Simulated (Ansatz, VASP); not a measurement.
One calculation of ZnS, two programs

POSCAR

```
ZnS
1.0
    0.0000000000      2.6940955531      2.6940955531
    2.6940955531      0.0000000000      2.6940955531
    2.6940955531      2.6940955531      0.0000000000
Zn S
1 1
Direct
    0.2500000000      0.2500000000      0.2500000000
    0.0000000000      0.0000000000      0.0000000000
```

Contents of INCAR.step1:

```
SYSTEM = ZnS
PREC = Accurate ; ENCUT = 520
EDIFF = 1E-5 ; ISMEAR = 0
SIGMA = 0.01 ; LREAL = .False.
LASPH = .True. ; NELM = 80
ALGO = Normal ; ISIF = 2
LWAVE = .True. ; LCHARG = .False.
GGA = PE ; NBANDS = 16
```

Contents of INCAR.step2:

```
SYSTEM = ZnS
PREC = Accurate ; ENCUT = 520
EDIFF = 1E-6 ; ISMEAR = 0
SIGMA = 0.01 ; LREAL = .False.
LASPH = .True. ; NELM = 80
ALGO = Normal ; ISIF = 2
LWAVE = .False. ; LCHARG = .False.
GGA = PE ; LHFCALC = .True.
HFSCREEN = 0.2079 ; PRECFOCK = Normal
ISTART = 1 ; NBANDS = 16
```

Contents of KPOINTS:

```
Automatic mesh
0
Gamma
  6 6 6
  0 0 0
```

Input for Ansatz:

```yaml
crystal:
  lattice:
    - [0.0, 2.6940955531, 2.6940955531]
    - [2.6940955531, 0.0, 2.6940955531]
    - [2.6940955531, 2.6940955531, 0.0]
  atoms:
    - { symbol: Zn, position: [0.25, 0.25, 0.25] }
    - { symbol: S, position: [0.0, 0.0, 0.0] }
kpoints:
  mp_grid: { grid: [6, 6, 6] }
  band_path:
    path:
      - [0.0, 0.0, 0.0]
      - [-0.5, -0.5, 0.0]
      - [-0.375, -0.375, 0.25]
      - [-0.375, 0.0, 0.375]
      - [0.0, 0.0, 0.5]
      - [-0.5, -0.25, 0.25]
    npoints: 1
hamiltonian:
  xc: hse06
scf:
  occupations: { method: fixed }
  n_extra_bands: 4
output:
  forces: true
  stress: true
  eigenvalues: true
```

Alike in both runs: task single point; functional HSE06; k mesh 6 × 6 × 6; no spin polarisation.

|  | VASP | Ansatz |
| --- | --- | --- |
| version | VASP 6.6.1 | Ansatz 0.2.0 |
| potentials or method | VASP PAW PBE potentials, release 64 (Zn, S) | plane waves, PAW |
| plane-wave cutoff (eV) | 520 | 420 |
| occupations | gaussian, width 0.01 eV | fixed |
| valence electrons in the cell | 18 | 18 |

VASP gave:

```
gap on the k mesh at the Fermi level (eV) : 3.37
pressure (GPa)                            : 1.6
```

Question: Which values does Ansatz return?

Answer: gap on the k mesh at the Fermi level (eV): 3.38; pressure (GPa): 1.6.

Ansatz's warnings: stress exchange threshold loose, stress scf threshold loose.
